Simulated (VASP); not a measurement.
Set up this calculation in VASP 6.6.1, as the native input.

```yaml
Task: relaxation of cell and atoms
Functional: PBE
Potentials_or_basis: VASP PAW PBE potentials, release 64 (Lu)
Cutoff: 600 eV
k_mesh: 12 × 12 × 12
Occupations: fermi-dirac, width 0.05 eV
Spin: no spin polarisation
Target_pressure: 20 GPa
Dipole_correction: no
Further_INCAR_settings: ALGO = Normal; EDIFF = 1e-07; IBRION = 2; EDIFFG = -0.03; NSW = 80; ISIF = 3
```

The structure of Lu lies in POSCAR:

```
Lu
1.0
    0.0000000000      3.3700000000      3.3700000000
    3.3700000000      0.0000000000      3.3700000000
    3.3700000000      3.3700000000      0.0000000000
Lu
2
Direct
    1.0000000000      1.0000000000      1.0000000000
    0.2500000000      0.2500000000      0.2500000000
```

This isn't the form of Lu at room conditions, which is hcp.

The input as run:

INCAR

```
  PREC = Accurate
  ENCUT = 600
  EDIFF = 1E-7
  ISMEAR = -1
  SIGMA = 0.05
  LREAL = False
  LASPH = True
  NELM = 120
  ALGO = Normal
  ISIF = 3
  LWAVE = False
  LCHARG = False
  GGA = PE
  IBRION = 2
  NSW = 80
  EDIFFG = -0.03
  PSTRESS = 200.0
  GGA_COMPAT = False
  NELMIN = 4
```

KPOINTS

```
regular mesh
0
Gamma
  12 12 12
```

Potentials or basis: VASP PAW PBE potentials, release 64 (Lu).

Command:

```bash
$ cat potpaw_PBE.64/Lu/POTCAR > POTCAR
$ mpirun -np 1 vasp_std > vasp.out
```

Results of the run:

```yaml
Relaxed_volume: 25.06 Å³/atom
Relaxed_cell: a = 4.139 Å, b = 4.139 Å, c = 4.139 Å, α = 60.00°, β = 60.00°, γ = 60.00°
Space_group_after_relaxing_to_0.1_Å: Fd-3m (No. 227)
Energy_change_on_relaxing_the_run_minimises_the_enthalpy: +753.5 meV/atom
Ionic_steps: 3
Pressure_after_relaxing: 19.9 GPa
Band_gap_on_the_k_mesh: zero (bands 25 and 26 overlap by 1.36 eV)
```

Caveat: the cell is relaxed towards a set pressure, so the run minimises the enthalpy, not the energy; the volume moved by over 15 % at a fixed basis, so the end points are rough; spin-orbit coupling is left out, which moves the levels of the heavy elements.

It took 8.8 min on 1 thread of AMD EPYC 9R45 96-Core Processor (Zen 5), on a shared host, peak memory 0.35 GiB.
